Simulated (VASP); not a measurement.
# Cu (I4/mmm) in VASP: a series of runs

Cu is run at these levels: PBE; tasks: single point.

Program: VASP 6.6.1. These are calculated values, not measurements. Logs are shortened: lines on timing, memory, paths and dates and some standing lists are left out, and cuts for length are marked.

## 1. The cell of the first run

Symmetry: I4/mmm, No. 139, tetragonal system. The conventional cell has a = 2.996 Å, b = 2.996 Å, c = 2.764 Å, α = 90.00°, β = 90.00°, γ = 90.00°. Cu (site symmetry 4/mmm) has 14 Cu at 2.53 to 3.00 Å within 3.3 Å.

## 2. Single point, PBE

Contents of INCAR:

```
SYSTEM = Cu
PREC = Accurate ; ENCUT = 520
EDIFF = 1E-6 ; ISMEAR = 0
SIGMA = 0.15 ; LREAL = .False.
LASPH = .True. ; NELM = 80
ALGO = Normal ; ISIF = 2
LWAVE = .False. ; LCHARG = .False.
GGA = PE ; NBANDS = 12
```

Contents of KPOINTS:

```
regular mesh
0
Gamma
  22 22 22
  0 0 0
```

Contents of POSCAR:

```
Cu
1.0
   -1.4978000000      1.4978000000      1.3819816190
    1.4978000000     -1.4978000000      1.3819816190
    1.4978000000      1.4978000000     -1.3819816190
Cu
1
Direct
    0.0000000000      0.0000000000      0.0000000000
```

Potentials or basis: VASP PAW PBE potentials, release 64 (Cu).

Launch:

```sh
$ cat potpaw_PBE.64/Cu/POTCAR > POTCAR
$ mpirun -np 1 vasp_std > vasp.out
```

OUTCAR:

```text
SYSTEM = Cu
   PREC = Accurate
   ENCUT = 520
   EDIFF = 1E-6
   ISMEAR = 0
   LREAL = .False.
   LASPH = .True.
   NELM = 80
   ISIF = 2
   GGA = PE

 ion  position               nearest neighbor table
   1  0.000  0.000  0.000-

  LATTYP: Found a body centered tetragonal cell.
 ALAT       =     2.9956000000
 C/A-ratio  =     0.9226743350

  Lattice vectors:

 A1 = (  -1.4978000000,   1.4978000000,   1.3819816190)
 A2 = (   1.4978000000,  -1.4978000000,   1.3819816190)
 A3 = (   1.4978000000,   1.4978000000,  -1.3819816190)

Analysis of symmetry for initial positions (statically):
=====================================================================
 Subroutine PRICEL returns:
 Original cell was already a primitive cell.

 Routine SETGRP: Setting up the symmetry group for a
 body centered tetragonal supercell.

 Subroutine GETGRP returns: Found 16 space group operations
 (whereof 16 operations were pure point group operations)
 out of a pool of 16 trial point group operations.

The static configuration has the point symmetry D_4h.

Analysis of symmetry for dynamics (positions and initial velocities):
=====================================================================
 Subroutine PRICEL returns:
 Original cell was already a primitive cell.

 Routine SETGRP: Setting up the symmetry group for a
 body centered tetragonal supercell.

 Subroutine GETGRP returns: Found 16 space group operations
 (whereof 16 operations were pure point group operations)
 out of a pool of 16 trial point group operations.

The dynamic configuration has the point symmetry D_4h.

 Subroutine INISYM returns: Found 16 space group operations
 (whereof 16 operations are pure point group operations),
 and found     1 'primitive' translations

----------------------------------------------------------------------------------------

                                     Primitive cell

  volume of cell :      12.4014

  direct lattice vectors                    reciprocal lattice vectors
    -1.497800000  1.497800000  1.381981619     0.000000000  0.333822940  0.361799313
     1.497800000 -1.497800000  1.381981619     0.333822940  0.000000000  0.361799313
     1.497800000  1.497800000 -1.381981619     0.333822940  0.333822940  0.000000000

  length of vectors
     2.529166439  2.529166439  2.529166439     0.492276851  0.492276851  0.472096930

  position of ions in fractional coordinates (direct lattice)
     0.000000000  0.000000000  0.000000000

  ion indices of the primitive-cell ions
   primitive index   ion index
                 1           1

----------------------------------------------------------------------------------------

 KPOINTS: regular mesh

Automatic generation of k-mesh.
 Grid dimensions read from file:
 generate k-points for:   22   22   22

 Generating k-lattice:

  Cartesian coordinates                     Fractional coordinates (reciprocal lattice)
     0.000000000  0.015173770  0.016445423     0.045454545 -0.000000000  0.000000000
     0.015173770  0.000000000  0.016445423    -0.000000000  0.045454545  0.000000000
     0.015173770  0.015173770  0.000000000     0.000000000  0.000000000  0.045454545

  Length of vectors
     0.022376221  0.022376221  0.021458951

  Shift w.r.t. Gamma in fractional coordinates (k-lattice)
     0.000000000  0.000000000  0.000000000

 Subroutine IBZKPT returns following result:
 ===========================================

 Found    834 irreducible k-points:

 Following reciprocal coordinates:
            Coordinates               Weight
  0.000000  0.000000  0.000000      1.000000
  0.045455  0.000000  0.000000      8.000000
  0.090909  0.000000  0.000000      8.000000
  0.136364  0.000000  0.000000      8.000000
  0.181818 -0.000000  0.000000      8.000000
  0.227273 -0.000000  0.000000      8.000000
[... 16 lines left out ...]
  0.500000  0.045455  0.000000     16.000000
 -0.454545  0.045455 -0.000000     16.000000
 [... further k-points ...]
   k-points           NKPTS =    834   k-points in BZ     NKDIM =    834   number of bands    NBANDS=     12
   number of dos      NEDOS =    301   number of ions     NIONS =      1
   total plane-waves  NPLWV =   8000
   dimension x,y,z NGX =    20 NGY =   20 NGZ =   20
   dimension x,y,z NGXF=    40 NGYF=   40 NGZF=   40
   ions per type =               1
   NGX,Y,Z   is equivalent  to a cutoff of  13.15, 13.15, 13.15 a.u.
   NGXF,Y,Z  is equivalent  to a cutoff of  26.29, 26.29, 26.29 a.u.
 SYSTEM =  Cu
   PREC   = accura    normal or accurate (medium, high low for compatibility)
   ISTART =      0    job   : 0-new  1-cont  2-samecut
   ICHARG =      2    charge: 1-file 2-atom 10-const
   ISPIN  =      1    spin polarized calculation?
   LNONCOLLINEAR =      F non collinear calculations
   LSORBIT =      F    spin-orbit coupling
   LASPH  =      T    aspherical Exc in radial PAW
   ENCUT  =  520.0 eV  38.22 Ry    6.18 a.u.   4.70  4.70  4.70*2*pi/ulx,y,z
   NELM   =     80;   NELMIN=  2; NELMDL= -5     # of ELM steps
   EDIFF  = 0.1E-05   stopping-criterion for ELM
   LREAL  =      F    real-space projection
   EDIFFG = 0.1E-04   stopping-criterion for IOM
   NSW    =      0    number of steps for IOM
   IBRION =     -1    ionic relax: 0-MD 1-quasi-New 2-CG
   NFREE  =      0    steps in history (QN), initial steepest desc. (CG)
   ISIF   =      2    stress and relaxation
   ISYM   =      2    0-nonsym 1-usesym 2-fastsym
   POTIM  = 0.5000    time-step for ionic-motion
   TEBEG  =    0.0;   TEEND  =   0.0 temperature during run
   PSTRESS=    0.0 pullay stress
   NELECT =      11.0000    total number of electrons
   NUPDOWN=      -1.0000    fix difference up-down
   EMIN   =  10.00;   EMAX   =-10.00  energy-range for DOS
   EFERMI =   0.00;   METHOD = LEGACY
   ISMEAR =     0;   SIGMA  =   0.15  broadening in eV -4-tet -1-fermi 0-gaus
   EFERMI_NEDOS =   21; number of points for ismear=-14 and -15
   IALGO  =     38    algorithm
   IMIX   =      4    mixing-type and parameters
     AMIX     =   0.40;   BMIX     =  1.00
     AMIX_MAG =   1.60;   BMIX_MAG =  1.00
  volume/ion in A,a.u.               =      12.40        83.69
  Fermi-wavevector in a.u.,A,eV,Ry     =   1.572953  2.972450 33.663280  2.474181
  Thomas-Fermi vector in A             =   2.674310
   LORBIT       =      0    0 simple, 1 ext, 2 COOP (PROOUT), +10 PAW based schemes
   GGA     = PE    functional components
   LHFCALC =     F    Hartree Fock is set to
   AEXX    =    0.0000 exact exchange contribution
   IVDW    =     0    specifies the selected vdW correction
   LEPSILON=     F    determine dielectric tensor
   LRPA    =     F    only Hartree local field effects (RPA)
 non-spin polarized calculation
 Gauss-broadening in eV      SIGMA  =   0.15
  energy-cutoff  :      520.00
  volume of cell :       12.40
 maximum number of plane-waves:       353
   NGX =  9   NGY =  9   NGZ =  9

 number of electron      10.9999993 magnetization

 Free energy of the ion-electron system (eV)
  ---------------------------------------------------
  ext. energy  EPLUGINS =         0.00000000
  ---------------------------------------------------
  free energy    TOTEN  =        -3.68988318 eV

  energy without entropy =       -3.68521728  energy(sigma->0) =       -3.68755023

 E-fermi :   7.0009     XC(G=0): -12.4452

 val. band max:        7.0003915590   @ k =  -0.2273  -0.3182   0.1364
 cond. band min:       7.0014431861   @ k =   0.5000   0.2727   0.0455
 fundamental gap:      0.0010516271
 Fermi energy:         7.0008943190

 k-point     1 :       0.0000    0.0000    0.0000
  band No.  band energies     occupation
      1      -1.9845      2.00000
      2       3.8588      2.00000
      3       4.1596      2.00000
      4       4.1596      2.00000
      5       4.7954      2.00000
      6       5.1131      2.00000
      7      30.5578      0.00000
      8      30.5578      0.00000
      9      32.8720      0.00000
     10      34.2989      0.00000
     11      34.2991      0.00000
     12      34.3919      0.00000

 k-point     2 :       0.0455    0.0000    0.0000
  band No.  band energies     occupation
      1      -1.9051      2.00000
      2       3.8674      2.00000
      3       4.1568      2.00000
      4       4.1643      2.00000
      5       4.7982      2.00000
      6       5.1014      2.00000
      7      30.1782      0.00000
      8      30.2658      0.00000
      9      31.9278      0.00000
     10      33.2627      0.00000
     11      33.5933      0.00000
     12      34.0605      0.00000

 k-point     3 :       0.0909    0.0000    0.0000
  band No.  band energies     occupation
      1      -1.6684      2.00000
      2       3.8741      2.00000
      3       4.1459      2.00000
      4       4.1973      2.00000
      5       4.8077      2.00000
      6       5.0706      2.00000
      7      28.9529      0.00000
      8      29.5931      0.00000
      9      30.0478      0.00000
     10      31.9760      0.00000
     11      32.7985      0.00000
     12      33.9891      0.00000
[... 286 lines left out ...]
 k-point    23 :       0.5000    0.0455    0.0000
  band No.  band energies     occupation
      1       2.2894      2.00000
      2       3.2887      2.00000
      3       4.9303      2.00000
      4       5.1588      2.00000
      5       5.5271      2.00000
      6       6.8470      1.85318
      7      11.6191      0.00000
      8      22.5127      0.00000
      9      23.4020      0.00000
     10      27.7269      0.00000
     11      30.3715      0.00000
     12      39.3558      0.00000

 k-point    24 :      -0.4545    0.0455   -0.0000
  band No.  band energies     occupation
      1       2.2258      2.00000
      2       3.3179      2.00000
      3       4.9438      2.00000
      4       5.0692      2.00000
      5       5.3964      2.00000
      6       6.1826      2.00000
      7      12.7757      0.00000
      8      22.6260      0.00000
      9      23.6516      0.00000
     10      27.8315      0.00000
     11      30.4741      0.00000
     12      39.7183      0.00000

 [... further k-points ...]
[... 5 lines left out ...]
  --------------------------------------------------------------------------------------
  -------------------------------------------------------------------------------------
  Total       -0.2718088     -0.2718088     -0.2502619      0.0000000     -0.0000000      0.0000000
  in kB      -35.1159344    -35.1159344    -32.3322114      0.0000000     -0.0000000      0.0000000
  external PRESSURE =     -34.1880267 kB  Pullay stress =       0.0000000 kB

 VOLUME and BASIS-vectors are now :
 -----------------------------------------------------------------------------
  energy-cutoff  :      520.00
  volume of cell :       12.40
      direct lattice vectors                 reciprocal lattice vectors
    -1.497800000  1.497800000  1.381981619     0.000000000  0.333822940  0.361799313
     1.497800000 -1.497800000  1.381981619     0.333822940  0.000000000  0.361799313
     1.497800000  1.497800000 -1.381981619     0.333822940  0.333822940  0.000000000

 POSITION                                       TOTAL-FORCE (eV/Angst)
 -----------------------------------------------------------------------------------
      0.00000      0.00000      0.00000         0.000000     -0.000000      0.000000
 -----------------------------------------------------------------------------------
    total drift:                                0.000000     -0.000000      0.000000

  FREE ENERGIE OF THE ION-ELECTRON SYSTEM (eV)
  ---------------------------------------------------
  free  energy   TOTEN  =        -3.6898831772 eV

  energy  without entropy=       -3.6852172822  energy(sigma->0) =       -3.68755023
```

Run time: 68 s. Hardware: 1 thread of Intel Xeon 6975P-C (Granite Rapids), shared host; peak memory 0.23 GiB.

What came out:

- Free energy: -3.6899 eV
- Pressure: -3.4 GPa

Stress tensor (GPa, compression positive):
```
-3.51  0.00  0.00
 0.00 -3.51  0.00
 0.00  0.00 -3.23
```

## 3. Single point, PBE

Contents of INCAR:

```
ALGO = Normal
EDIFF = 1E-7
ENCUT = 520
GGA = PE
ISIF = 2
ISMEAR = 0
LASPH = T
LCHARG = T
LELF = T
LREAL = F
LVHAR = T
LWAVE = F
NBANDS = 12
NELM = 80
PREC = Accurate
SIGMA = 0.15
```

Contents of KPOINTS:

```
k-points
0
Gamma
  22 22 22
```

Contents of POSCAR:

```
Cu
1.0
   -1.5223500000      1.5223500000      1.3359000000
    1.5223500000     -1.5223500000      1.3359000000
    1.5223500000      1.5223500000     -1.3359000000
Cu
1
Direct
    0.0000000000      0.0000000000      0.0000000000
```

Potentials or basis: VASP PAW PBE potentials, release 64 (Cu).

Launch:

```sh
$ cat potpaw_PBE.64/Cu/POTCAR > POTCAR
$ mpirun -np 1 vasp_std > vasp.out
```

Run time: 86 s. Hardware: 1 thread of Intel Xeon 6975P-C (Granite Rapids), shared host; peak memory 0.22 GiB.

It converged, with:

* Free energy: -3.6882 eV
* Pressure: -3.0 GPa

Stress tensor (GPa, compression positive):
```
-3.49  0.00  0.00
 0.00 -3.49  0.00
 0.00  0.00 -2.13
```

Levels at points of the mesh, in eV from the Fermi level:
| k point | band 3 | band 4 | band 5 | band 6 | band 7 | band 8 | band 9 | band 10 |
| --- | --- | --- | --- | --- | --- | --- | --- | --- |
| (0.00, 0.00, 0.00) | -2.76 | -2.76 | -2.38 | -1.84 | 22.66 | 22.66 | 26.21 | 26.83 |
| (0.50, 0.00, 0.00) | -2.11 | -1.67 | -1.38 | -0.10 | 4.64 | 15.92 | 16.10 | 19.89 |
| (0.50, 0.50, 0.00) | -2.45 | -2.06 | -1.41 | -1.07 | 3.22 | 19.57 | 19.70 | 23.09 |
| (0.50, 0.50, 0.50) | -1.55 | -1.55 | -1.43 | 6.47 | 6.47 | 11.44 | 12.03 | 12.39 |

## 4. Single point, PBE

This run uses another cell than the first one, of 12.57 Å³/atom, 1.013 times its volume.

Contents of INCAR:

```
  ALGO = Fast
  EDIFF = 1E-6
  ENCUT = 520
  GGA = PE
  ISIF = 2
  ISMEAR = 0
  LASPH = T
  LCHARG = F
  LREAL = F
  LWAVE = F
  NBANDS = 12
  NELM = 80
  PREC = Accurate
  SIGMA = 0.15
```

KPOINTS is that of step 3.

Contents of POSCAR:

```
Cu
1.0
   -1.5469500000      1.5469500000      1.3129000000
    1.5469500000     -1.5469500000      1.3129000000
    1.5469500000      1.5469500000     -1.3129000000
Cu
1
Direct
    0.0000000000      0.0000000000      0.0000000000
```

Potentials or basis: VASP PAW PBE potentials, release 64 (Cu).

Launch:

```sh
$ cat potpaw_PBE.64/Cu/POTCAR > POTCAR
$ mpirun -np 1 vasp_std > vasp.out
```

OUTCAR:

```text
EDIFF = 1E-6
   ENCUT = 520
   GGA = PE
   ISIF = 2
   ISMEAR = 0
   LASPH = T
   LREAL = F
   NELM = 80
   PREC = Accurate

 ion  position               nearest neighbor table
   1  0.000  0.000  0.000-

  LATTYP: Found a body centered tetragonal cell.
 ALAT       =     3.0939000000
 C/A-ratio  =     0.8487022851

  Lattice vectors:

 A1 = (  -1.5469500000,   1.5469500000,   1.3129000000)
 A2 = (   1.5469500000,  -1.5469500000,   1.3129000000)
 A3 = (   1.5469500000,   1.5469500000,  -1.3129000000)

Analysis of symmetry for initial positions (statically):
=====================================================================
 Subroutine PRICEL returns:
 Original cell was already a primitive cell.

 Routine SETGRP: Setting up the symmetry group for a
 body centered tetragonal supercell.

 Subroutine GETGRP returns: Found 16 space group operations
 (whereof 16 operations were pure point group operations)
 out of a pool of 16 trial point group operations.

The static configuration has the point symmetry D_4h.

Analysis of symmetry for dynamics (positions and initial velocities):
=====================================================================
[... 162 lines left out ...]
 Fermi energy:         6.8555401853

 k-point     1 :       0.0000    0.0000    0.0000
  band No.  band energies     occupation
      1      -2.0435      2.00000
      2       3.5768      2.00000
      3       4.2044      2.00000
      4       4.2044      2.00000
      5       4.3934      2.00000
      6       5.0729      2.00000
      7      28.7082      0.00000
      8      28.7082      0.00000
      9      32.1757      0.00000
     10      33.1051      0.00000
     11      34.2193      0.00000
     12      34.6951      0.00000
[... 331 lines left out ...]
 k-point    24 :      -0.4545    0.0455    0.0000
  band No.  band energies     occupation
      1       2.1789      2.00000
      2       3.1366      2.00000
      3       4.7690      2.00000
      4       5.0909      2.00000
      5       5.2746      2.00000
      6       6.1721      2.00000
      7      13.0984      0.00000
      8      21.6852      0.00000
      9      22.8849      0.00000
     10      27.0605      0.00000
     11      29.6746      0.00000
     12      38.1058      0.00000

 [... further k-points ...]
[... 5 lines left out ...]
  --------------------------------------------------------------------------------------
  -------------------------------------------------------------------------------------
  Total       -0.4141515     -0.4141515     -0.1742451      0.0000000     -0.0000000      0.0000000
  in kB      -52.7989968    -52.7989968    -22.2140154      0.0000000     -0.0000000      0.0000000
  external PRESSURE =     -42.6040030 kB  Pullay stress =       0.0000000 kB

 VOLUME and BASIS-vectors are now :
 -----------------------------------------------------------------------------
  energy-cutoff  :      520.00
  volume of cell :       12.57
      direct lattice vectors                 reciprocal lattice vectors
    -1.546950000  1.546950000  1.312900000     0.000000000  0.323216652  0.380836317
     1.546950000 -1.546950000  1.312900000     0.323216652  0.000000000  0.380836317
     1.546950000  1.546950000 -1.312900000     0.323216652  0.323216652  0.000000000

 POSITION                                       TOTAL-FORCE (eV/Angst)
 -----------------------------------------------------------------------------------
      0.00000      0.00000      0.00000         0.000000      0.000000      0.000000
 -----------------------------------------------------------------------------------
    total drift:                                0.000000     -0.000000      0.000000

  FREE ENERGIE OF THE ION-ELECTRON SYSTEM (eV)
  ---------------------------------------------------
  free  energy   TOTEN  =        -3.6804156776 eV

  energy  without entropy=       -3.6760239654  energy(sigma->0) =       -3.67821982
```

OSZICAR:

```text
N       E                     dE             d eps       ncg     rms          rms(c)
DAV:   1     0.433192381879E+02    0.43319E+02   -0.54155E+03 22032   0.151E+03
DAV:   2    -0.315560847613E+01   -0.46475E+02   -0.42780E+02 20632   0.202E+02
DAV:   3    -0.454287654820E+01   -0.13873E+01   -0.13741E+01 23136   0.403E+01
DAV:   4    -0.455194073253E+01   -0.90642E-02   -0.90628E-02 22752   0.288E+00
DAV:   5    -0.455203064803E+01   -0.89916E-04   -0.89914E-04 23480   0.292E-01    0.756E+00
RMM:   6    -0.407704076047E+01    0.47499E+00   -0.33289E+00 24999   0.339E+01    0.470E+00
RMM:   7    -0.369077052363E+01    0.38627E+00   -0.51968E-01 24754   0.132E+01    0.925E-01
RMM:   8    -0.368143429327E+01    0.93362E-02   -0.98757E-03 25490   0.118E+00    0.243E-01
RMM:   9    -0.368035937978E+01    0.10749E-02   -0.24966E-03 26288   0.917E-01    0.282E-02
RMM:  10    -0.368040338193E+01   -0.44002E-04   -0.45512E-04 26877   0.283E-01    0.133E-02
RMM:  11    -0.368041466740E+01   -0.11285E-04   -0.78390E-05 26917   0.988E-02    0.127E-02
RMM:  12    -0.368041545400E+01   -0.78660E-06   -0.11655E-05 26695   0.460E-02    0.395E-03
RMM:  13    -0.368041567758E+01   -0.22358E-06   -0.30020E-06 19688   0.173E-02
   1 F= -.36804157E+01 E0= -.36782198E+01  d E =-.439171E-02
```

Run time: 99 s. Hardware: 1 thread of Intel Xeon 6975P-C (Granite Rapids), shared host; peak memory 0.23 GiB.

Results:

```
Free energy : -3.6804 eV
Pressure    : -4.3 GPa
```

Stress tensor (GPa, compression positive):
```
-5.28  0.00  0.00
 0.00 -5.28  0.00
 0.00  0.00 -2.22
```

[end of part 1 of 2]
